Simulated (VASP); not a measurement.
**Tl3Cu: single point with PBEsol**

Crystal: Tl3Cu.

```xyz
4
Lattice="4.7170 0.0000 0.0000 0.0000 4.7170 0.0000 0.0000 0.0000 4.7170" Properties=species:S:1:pos:R:3 pbc="T T T"
Tl    0.0000    2.3585    2.3585
Tl    2.3585    0.0000    2.3585
Tl    2.3585    2.3585    0.0000
Cu    0.0000    0.0000    0.0000
```

- Program: VASP 6.6.1
- Task: single point
- Functional: PBEsol
- Potentials or basis: VASP PAW PBE potentials, release 64 (Tl_d, Cu)
- Cutoff: 520 eV
- k mesh: 4 × 4 × 4
- Occupations: gaussian, width 0.1 eV
- Spin: no spin polarisation
- Dipole correction: no
- Further INCAR settings: ALGO = Normal; EDIFF = 1e-06; NBANDS = 33

```yaml
Pressure: -3.2 GPa
Band_gap_on_the_k_mesh: zero (bands 25 and 26 overlap by 3.07 eV)
```

Levels at points of the mesh, in eV from the Fermi level:
| k point | band 21 | band 22 | band 23 | band 24 | band 25 | band 26 | band 27 | band 28 | band 29 | band 30 |
| --- | --- | --- | --- | --- | --- | --- | --- | --- | --- | --- |
| (0.00, 0.00, 0.00) | -1.95 | -1.65 | -1.65 | -1.34 | -1.34 | -1.34 | 0.65 | 4.82 | 4.82 | 4.82 |
| (0.50, 0.00, 0.00) | -2.14 | -1.95 | -1.94 | -0.08 | 0.76 | 0.76 | 1.61 | 1.61 | 2.84 | 2.89 |
| (0.50, 0.50, 0.00) | -2.10 | -1.94 | -1.85 | -1.80 | 1.33 | 2.32 | 2.32 | 2.75 | 3.09 | 3.09 |
| (0.50, 0.50, 0.50) | -2.23 | -2.23 | -1.91 | -1.91 | -1.74 | -1.74 | -1.74 | -0.61 | 8.90 | 8.90 |

Run time: 19 s on 1 thread of Intel(R) Xeon(R) 6975P-C (Granite Rapids) (shared host), peak memory 0.21 GiB.

Caveat: the cell stands under tension; the PAW data sets were made with another functional, which shifts forces and pressure a little; spin-orbit coupling is left out, which moves the levels of the heavy elements.
